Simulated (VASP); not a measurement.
Input of a VASP 6.6.1 run:

File INCAR:

```
SYSTEM = AlN
ALGO     = Normal         ! electronic algorithm
EDIFF    = 1E-7           ! SCF threshold, eV
ENCUT    = 520            ! plane-wave cutoff, eV
GGA      = PS             ! functional
ISIF     = 2              ! what is computed and relaxed
ISMEAR   = 0              ! smearing method
LASPH    = .TRUE.         ! aspherical terms in the spheres
LCHARG   = .FALSE.        ! write CHGCAR
LREAL    = .FALSE.        ! projectors in reciprocal space
LWAVE    = .FALSE.        ! write WAVECAR
NBANDS   = 16             ! bands
NELM     = 80             ! most SCF steps
PREC     = Accurate       ! precision mode
SIGMA    = 0.05           ! smearing width, eV
```

Contents of KPOINTS:

```
k-points
0
G
  9 9 6
  0 0 0
```

File POSCAR:

```
AlN
1.0
    3.1110021516      0.0000000000      0.0000000000
   -1.5555010758      2.6942068945      0.0000000000
    0.0000000000      0.0000000000      5.0526700000
Al N
2 2
Direct
    0.3333333333      0.6666666667      0.0000000000
    0.6666666667      0.3333333333      0.5000000000
    0.3333333333      0.6666666667      0.3850000000
    0.6666666667      0.3333333333      0.8850000000
```

Potentials or basis: VASP PAW PBE potentials, release 64 (Al, N).

Run with:

```sh
$ cat potpaw_PBE.64/Al/POTCAR potpaw_PBE.64/N/POTCAR > POTCAR
$ mpirun -np 1 vasp_std > vasp.out
```

Problem. Predict the pressure.

Solution. -2.1 GPa.

Problem. Predict the band gap on the k mesh.

Solution. 3.99 eV, direct.

Problem. Predict the largest force.

Solution. 0.323 eV/Å.

Forces on the atoms (eV/Å):
```
Al   0.000  0.000  0.323
Al   0.000  0.000  0.323
N    0.000  0.000 -0.323
N    0.000  0.000 -0.323
```

Caveat: the cell differs from its parent crystal (strain +0.000 along x and y, +0.015 along z); the PAW data sets were made with another functional, which shifts forces and pressure a little.
